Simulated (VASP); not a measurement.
Here is a VASP 6.6.1 calculation.

File INCAR:

```
ALGO     = Normal         # electronic algorithm
EDIFF    = 1E-6           # SCF threshold, eV
ENCUT    = 520            # plane-wave cutoff, eV
GGA      = PS             # functional
ISIF     = 2              # what is computed and relaxed
ISMEAR   = 0              # smearing method
ISPIN    = 2              # spin polarisation
LASPH    = T              # aspherical terms in the spheres
LCHARG   = F              # write CHGCAR
LMAXMIX  = 4              # l up to which the mixer works
LORBIT   = 11             # projections on sites
LREAL    = F              # projectors in reciprocal space
LWAVE    = F              # write WAVECAR
MAGMOM   = 1 0            # initial moments
NBANDS   = 23             # bands
NELM     = 150            # most SCF steps
PREC     = Accurate       # precision mode
SIGMA    = 0.05           # smearing width, eV
```

File KPOINTS:

```
k-points
0
Gamma
  14 14 14
```

Contents of POSCAR:

```
VAu
1.0
    1.3802760729      0.7969027622      4.5685450492
   -1.3802760729      0.7969027622      4.5685450492
    0.0000000000     -1.5938055245      4.5685450492
V Au
1 1
Direct
    0.5000000000      0.5000000000      0.5000000000
    0.0000000000      0.0000000000      0.0000000000
```

Potentials or basis: VASP PAW PBE potentials, release 64 (V_sv, Au).

Command:

```bash
$ cat potpaw_PBE.64/V_sv/POTCAR potpaw_PBE.64/Au/POTCAR > POTCAR
$ mpirun -np 1 vasp_std > vasp.out
```

Question: What does it give for the pressure?

Answer: -0.1 GPa.

Question: Estimate the net moment.

Answer: 0.00 μB per cell.

Question: Predict the band gap on the k mesh.

Answer: Zero (filled and empty bands overlap).

Stress tensor (GPa, compression positive):
```
-0.17  0.00  0.00
 0.00 -0.17  0.00
 0.00  0.00 -0.04
```

Caveat: the PAW data sets were made with another functional, which shifts forces and pressure a little; spin-orbit coupling is left out, which moves the levels of the heavy elements.
